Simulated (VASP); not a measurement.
Runs of VASP 6.6.1 on SnSe. The structure is that of space group Fm-3m (No. 225), or close to it. The cells are those of the table. 

| task | level | cell | k mesh | cutoff (eV) | smearing | k mesh for the DOS | occupations for the DOS | gap on the mesh (eV) | pressure (GPa) |
| --- | --- | --- | --- | --- | --- | --- | --- | --- | --- |
| single point | PBE | a = 4.329 Å, angles 60.0°, 2 atoms | 10 × 10 × 10 | 520 | gaussian 0.02 eV | - | - | 0.37 | (c) |
| single point | PBE | a = 4.199 Å, angles 60.0°, 2 atoms | 10 × 10 × 10 | 520 | gaussian 0.02 eV | - | - | 0.52 | 3.4 |
| single point | PBE | a = 4.425 Å, angles 60.0°, 2 atoms | 10 × 10 × 10 | 520 | gaussian 0.02 eV | - | - | 0.13 | -3.8 |
| single point | PBE | a = 4.370 Å, angles 60.0°, 2 atoms | 10 × 10 × 10 | 520 | gaussian 0.02 eV | - | - | 0.26 | -2.5 |
| single point | PBE | a = 4.286 Å, angles 60.0°, 2 atoms | 10 × 10 × 10 | 520 | gaussian 0.02 eV | - | - | 0.49 | 0.0 |
| single point | PBE | a = 4.243 Å, angles 60.0°, 2 atoms | 10 × 10 × 10 | 520 | gaussian 0.02 eV | - | - | 0.51 | 1.5 |
| single point | r2SCAN | a = 4.286 Å, angles 60.0°, 2 atoms | 10 × 10 × 10 | 520 | gaussian 0.02 eV | - | - | (a) | -1.1 |
| single point | PBE | a = 4.107 Å, angles 60.0°, 2 atoms | 10 × 10 × 10 | 520 | gaussian 0.02 eV | - | - | 0.37 | 8.1 |
| single point | PBE | a = 4.154 Å, angles 60.0°, 2 atoms | 10 × 10 × 10 | 520 | gaussian 0.02 eV | - | - | 0.45 | (b) |
| single point | PBE | a = 4.257 Å, angles 60.0°, 2 atoms | 6 × 6 × 6 | 520 | gaussian 0.1 eV | - | - | 0.58 | 0.6 |
| relaxation of cell and atoms | PBE | relaxed from a = 4.257 Å, angles 60.0°, 2 atoms | 10 × 10 × 10 | 600 | gaussian 0.02 eV | - | - | 0.49 | 0.0 |

Alike in all rows: potentials or basis VASP PAW PBE potentials, release 64 (Sn_d, Se); no spin polarisation.

**Question.** Estimate the missing entries.

**Answer.** (a) 0.36; (b) 5.6; (c) -1.4.

Caveats: spin-orbit coupling is left out, which moves the levels of the heavy elements; the PAW data sets were made with another functional, which shifts forces and pressure a little (some runs).

A k mesh can miss the band edges, and the runs leave out spin-orbit coupling on Se, Sn.
